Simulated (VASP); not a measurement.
A run of VASP 6.6.1:

File POSCAR:

```
Re
1.0
    2.7608000000      0.0000000000      0.0000000000
   -1.3804000000      2.3909229348      0.0000000000
    0.0000000000      0.0000000000      4.4582000000
Re
2
Direct
    0.6666666667      0.3333333333      0.7500000000
    0.3333333333      0.6666666667      0.2500000000
```

Contents of INCAR.step1:

```
SYSTEM = Re
GGA = PS
ISMEAR = 1
SIGMA = 0.1
LWAVE = .FALSE.
LCHARG = .TRUE.
NBANDS = 23
PREC = Accurate
LASPH = .TRUE.
LREAL = .FALSE.
ALGO = Normal
EDIFF = 1E-6
NELM = 120
GGA_COMPAT = .FALSE.
ENCUT = 450
LMAXMIX = 4
```

File KPOINTS.step1:

```
k-points
0
Gamma
  12 12 7
```

Contents of INCAR.step2:

```
SYSTEM = Re
GGA = PS
ISMEAR = -5
LWAVE = .FALSE.
LCHARG = .FALSE.
NBANDS = 23
PREC = Accurate
LASPH = .TRUE.
LREAL = .FALSE.
ALGO = Normal
EDIFF = 1E-6
NELM = 120
GGA_COMPAT = .FALSE.
ENCUT = 450
LMAXMIX = 4
NEDOS = 4001
LORBIT = 11
EMIN = -9.274
EMAX = 15.726
ICHARG = 11
```

Contents of KPOINTS.step2:

```
Automatic mesh
0
Gamma
  33 33 18
  0 0 0
```

Potentials or basis: VASP PAW PBE potentials, release 64 (Re).

Launch:

```sh
$ cat potpaw_PBE.64/Re/POTCAR > POTCAR
$ cp INCAR.step1 INCAR
$ cp KPOINTS.step1 KPOINTS
$ mpirun -np 1 vasp_std > vasp.out
$ cp INCAR.step2 INCAR
$ cp KPOINTS.step2 KPOINTS
$ mpirun -np 1 vasp_std > vasp.out
```

Hardware: 1 thread of Intel(R) Xeon(R) 6975P-C (Granite Rapids) (shared host).

Question: How long does it take, and how much memory?

Answer: It took 2.7 min on 1 thread of Intel(R) Xeon(R) 6975P-C (Granite Rapids) (shared host), peak memory 0.57 GiB. Counts: k points 1080.
